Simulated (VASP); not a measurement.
Crystal: BaTiO3 (Barioperovskite).

```
Ba Ti O
1.0
     4.06367    0.00000    0.00000
     0.00000    2.89254    2.90095
     0.00000   -2.89254    2.90095
Ba Ti O
1 1 3
Cartesian
  0.0000 0.0000 0.0000
  2.0318 0.0000 2.9729
  2.0318 1.4075 4.3430
  2.0318 -1.4075 4.3430
  0.0000 0.0000 2.8278
```

Base run:

```yaml
Program: VASP 6.6.1
Functional: PBE
Potentials_or_basis: VASP PAW PBE potentials, release 64 (Ba_sv, Ti_sv, O)
Cutoff: 520 eV
k_mesh: 7 × 7 × 7
Occupations: fermi-dirac, width 0.05 eV
Spin: no spin polarisation
```

Its results: band gap on the k mesh 1.79 eV, indirect (least direct gap 1.98 eV); pressure -5.0 GPa; largest force 0.438 eV/Å.

Question: The run is repeated on the same cell with these changes: functional from PBE to PBEsol. What comes out?

Answer: Band gap on the k mesh 1.76 eV, indirect (least direct gap 1.94 eV); pressure -10.7 GPa; largest force 0.470 eV/Å.

PBEsol binds more tightly than PBE, so the same cell stands under less pressure.

Caveats: spin-orbit coupling is left out, which moves the levels of the heavy elements; the PAW data sets were made with another functional, which shifts forces and pressure a little (some runs).

A k mesh can miss the band edges.
